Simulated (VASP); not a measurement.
Write the native input for VASP 6.6.1 that does the following.

```
Task                   : single point
Functional             : LDA
Potentials or basis    : VASP PAW LDA potentials, release 64 (Sb_d_GW)
Cutoff                 : 500 eV
k mesh                 : 15 × 15 × 15
Occupations            : gaussian, width 0.15 eV
Spin                   : no spin polarisation
Dipole correction      : no
Further INCAR settings : ALGO = Normal; EDIFF = 1e-06; NBANDS = 22
```

The structure of Sb lies in POSCAR:

```
Sb
1.0
    2.2112122554      1.2766439909      3.5415582692
   -2.2112122554      1.2766439909      3.5415582692
    0.0000000000     -2.5532879817      3.5415582692
Sb
2
Direct
    0.2336400000      0.2336400000      0.2336400000
    0.7663600000      0.7663600000      0.7663600000
```

This cell differs from its parent crystal: ratio of the length along z to the lengths across it x 0.92, volume and fractional coordinates fixed.

One way to write it, as run:

INCAR

```
ALGO     = Normal         # electronic algorithm
EDIFF    = 1E-6           # SCF threshold, eV
ENCUT    = 500            # plane-wave cutoff, eV
GGA_COMPAT= False        
ISIF     = 2              # what is computed and relaxed
ISMEAR   = 0              # smearing method
LASPH    = True           # aspherical terms in the spheres
LCHARG   = False          # write CHGCAR
LREAL    = False          # projectors in reciprocal space
LWAVE    = False          # write WAVECAR
NBANDS   = 22             # bands
NELM     = 120            # most SCF steps
PREC     = Accurate       # precision mode
SIGMA    = 0.15           # smearing width, eV
```

KPOINTS

```
k-points
0
Gamma
  15 15 15
```

Potentials or basis: VASP PAW LDA potentials, release 64 (Sb_d_GW).

The run is started by

```bash
$ cat potpaw_LDA.64/Sb_d_GW/POTCAR > POTCAR
$ mpirun -np 1 vasp_std > vasp.out
```

Results of the run:

```
Pressure               : -1.5 GPa
Largest force          : 0.209 eV/Å
Band gap on the k mesh : zero (bands 15 and 16 overlap by 0.22 eV)
```

Caveat: spin-orbit coupling is left out, which moves the levels of the heavy elements.

Wall time 2.4 min on 1 thread of Intel(R) Xeon(R) 6975P-C (Granite Rapids), with other jobs on the host, peak memory 0.49 GiB.
